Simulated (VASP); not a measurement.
**Ta2C: single point with r2SCAN**

Ta2C:

```xyz
3
Lattice="3.0428 0.0000 0.0000 -1.5214 2.6351 0.0000 0.0000 0.0000 4.8419" Properties=species:S:1:pos:R:3 pbc="T T T"
Ta    0.0000    1.7567    1.2428
Ta    1.5214    0.8784    3.5991
C     0.0000    0.0000    0.0000
```

- Program: VASP 6.6.1
- Task: single point
- Functional: r2SCAN
- Potentials or basis: VASP PAW PBE potentials, release 64 (Ta_pv, C)
- Cutoff: 520 eV
- k mesh: 18 × 18 × 8
- Occupations: gaussian, width 0.1 eV
- Spin: no spin polarisation

```
Pressure               : 21.1 GPa
Largest force          : 0.054 eV/Å
Band gap on the k mesh : zero (bands 13 and 14 overlap by 0.80 eV)
```

Forces on the atoms (eV/Å):
```
Ta   0.000  0.000  0.054
Ta   0.000  0.000 -0.054
C    0.000  0.000  0.000
```

Stress tensor (GPa, compression positive):
```
21.19  0.00  0.00
 0.00 21.19  0.00
 0.00  0.00 21.04
```

Levels at points of the mesh, in eV from the Fermi level:
```csv
k point,band 10,band 11,band 12,band 13,band 14,band 15,band 16,band 17
"(0.00, 0.00, 0.00)",-3.94,-3.41,0.00,0.52,0.52,1.30,1.30,2.52
"(0.50, 0.00, 0.00)",-4.44,-4.24,-2.18,-0.32,3.53,3.87,5.13,5.82
"(0.00, 0.00, 0.50)",-4.25,-2.26,-1.70,-0.28,-0.28,3.31,3.31,3.90
"(0.50, 0.00, 0.50)",-3.92,-2.76,-1.46,-1.15,1.37,1.50,4.94,5.39
```

It took 6.5 min on 1 thread of AMD EPYC 9R45 96-Core Processor (Zen 5) (shared host), peak memory 0.28 GiB.

Caveat: the cell stands under pressure; the PAW data sets were made with another functional, which shifts forces and pressure a little; spin-orbit coupling is left out, which moves the levels of the heavy elements.
